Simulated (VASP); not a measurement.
A run of VASP 6.6.1 is set up as follows.

INCAR

```
PREC = Accurate
ENCUT = 520
EDIFF = 1E-6
ISMEAR = 0
SIGMA = 0.1
LREAL = F
LASPH = T
NELM = 60
ALGO = Normal
ISIF = 2
LWAVE = F
LCHARG = F
GGA = PS
NBANDS = 17
```

Contents of KPOINTS:

```
regular mesh
0
Gamma
  6 6 4
```

File POSCAR:

```
Pd
1.0
    2.7857516166      0.0000000000      0.0000000000
   -1.3928758083      2.4125316686      0.0000000000
    0.0000000000      0.0000000000      4.5579119745
Pd
2
Direct
    0.3333333333      0.6666666667      0.2500000000
    0.6666666667      0.3333333333      0.7500000000
```

Potentials or basis: VASP PAW PBE potentials, release 64 (Pd).

Run with:

```bash
$ cat potpaw_PBE.64/Pd/POTCAR > POTCAR
$ mpirun -np 1 vasp_std > vasp.out
```

(1) What does it give for the pressure?

(2) Estimate the band gap on the k mesh.

Results:

(1) -9.1 GPa.

(2) zero (band 10 reaches 9.12 eV, above the bottom of band 11 at 8.30 eV).

Caveat: the k points lie up to 0.43 Å⁻¹ apart; the PAW data sets were made with another functional, which shifts forces and pressure a little.
